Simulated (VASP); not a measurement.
## Rb: relaxation of shape and atoms at fixed volume with PBE

Crystal: Rb.

```
CELL_PARAMETERS angstrom
3.86368 0.00000 0.00000
-1.93184 3.34605 0.00000
0.00000 0.00000 6.37459
ATOMIC_POSITIONS crystal
Rb 0.33333 0.66667 0.25000
Rb 0.66667 0.33333 0.75000
```

This isn't the form of Rb at room conditions, which is bcc.

- Program: VASP 6.6.1
- Task: relaxation of shape and atoms at fixed volume
- Functional: PBE
- Potentials or basis: VASP PAW PBE potentials, release 64 (Rb_sv)
- Cutoff: 600 eV
- k mesh: 9 × 9 × 5
- Occupations: fermi-dirac, width 0.08 eV
- Spin: no spin polarisation
- Dipole correction: no
- Further INCAR settings: ALGO = Normal; EDIFF = 1e-07; IBRION = 2; EDIFFG = -0.005; NSW = 50; ISIF = 4

| Item | Value |
| --- | --- |
| Energy gained by relaxing | 0.1 meV/atom |
| Ionic steps | 5 |
| Pressure after relaxing | 8.7 GPa |
| Band gap on the k mesh | zero (bands 9 and 10 overlap by 2.14 eV) |

The path:
| step | energy change (eV) | largest force (eV/Å) | pressure (GPa) | volume (Å³) |
| --- | --- | --- | --- | --- |
| 1 | 0.0000 | 0.0000 | 8.66 | 82.41 |
| 2 | -0.0001 | 0.0000 | 8.66 | 82.41 |
| 3 | -0.0001 | 0.0000 | 8.66 | 82.41 |
| 4 | -0.0001 | 0.0000 | 8.66 | 82.41 |
| 5 | -0.0001 | 0.0000 | 8.66 | 82.41 |

Final structure:
```
CELL_PARAMETERS angstrom
3.87210 0.00000 0.00000
-1.93605 3.35334 0.00000
0.00000 0.00000 6.34689
ATOMIC_POSITIONS crystal
Rb 0.33333 0.66667 0.25000
Rb 0.66667 0.33333 0.75000
```

Levels at points of the mesh, in eV from the Fermi level:
```tsv
k point	band 5	band 6	band 7	band 8	band 9	band 10	band 11	band 12	band 13
(0.00, 0.00, 0.00)	-12.79	-12.67	-12.67	-12.67	-2.98	-0.26	2.02	3.90	3.90
```

It took 100 s on 1 thread of AMD EPYC 9755 128-Core Processor, with other jobs on the host, peak memory 0.2 GiB.
